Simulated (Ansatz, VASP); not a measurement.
# Ga in VASP and in Ansatz

The input INCAR:

```
SYSTEM = Ga
ALGO = Normal
EDIFF = 1E-7
ENCUT = 520
GGA = RP
ISIF = 2
ISMEAR = -1
LASPH = .TRUE.
LCHARG = .TRUE.
LELF = .TRUE.
LREAL = .FALSE.
LVHAR = .TRUE.
LWAVE = .FALSE.
NBANDS = 20
NELM = 60
PREC = Accurate
SIGMA = 0.1
```

KPOINTS

```
k-points
0
G
  15 15 9
  0 0 0
```

Contents of POSCAR:

```
Ga
1.0
   -2.6287209889      2.4285902977      1.4526547307
    2.4285902977     -2.6287209889      1.4526547307
    3.1007621863      3.1007621863     -1.8191944583
Ga
2
Direct
    0.9891191819      0.0108808181      1.0000000000
    0.7608808181      0.2391191819      0.5000000000
```

Input for Ansatz:

```yaml
crystal:
  lattice:
    - [-2.6287209889, 2.4285902977, 1.4526547307]
    - [2.4285902977, -2.6287209889, 1.4526547307]
    - [3.1007621863, 3.1007621863, -1.8191944583]
  atoms:
    - { symbol: Ga, position: [0.9891191819, 0.0108808181, 1.0] }
    - { symbol: Ga, position: [0.7608808181, 0.2391191819, 0.5] }
hamiltonian:
  xc: rpbe
  pseudopotentials:
    kind: paw
    azcp:
      Ga: "pseudopotentials/Ga.paw.azcp"
basis:
  ecutwfc: 420
  fft_grid_basis: typed
kpoints:
  mp_grid: { grid: [15, 15, 9], shift: [0, 0, 0] }
magnetization:
  spin_polarized: false
scf:
  occupations: { method: fermi_dirac, width: 0.1 }
  lower_state_search: "off"
output:
  stress: true
```

Alike in both runs: task single point; functional RPBE; k mesh 15 × 15 × 9; occupations fermi-dirac, width 0.1 eV; no spin polarisation.

|  | VASP | Ansatz |
| --- | --- | --- |
| version | VASP 6.6.1 | Ansatz 0.2.0 |
| potentials or method | VASP PAW PBE potentials, release 64 (Ga_d), cutoff 520 eV | plane waves (420 eV) with PAW, scalar-relativistic |
| valence electrons in the cell | 26 | 26 |

|  | VASP | Ansatz | Ansatz less VASP |
| --- | --- | --- | --- |
| pressure (GPa) | -2.4 | -2.5 | -0.10 |
| traceless stress, the component that is largest in VASP (GPa) | -0.29 | -0.29 | -0.003 |

VASP's potentials were made for PBE, not for RPBE. The functional is the same, so the differences come from potentials, cutoffs and numerics.
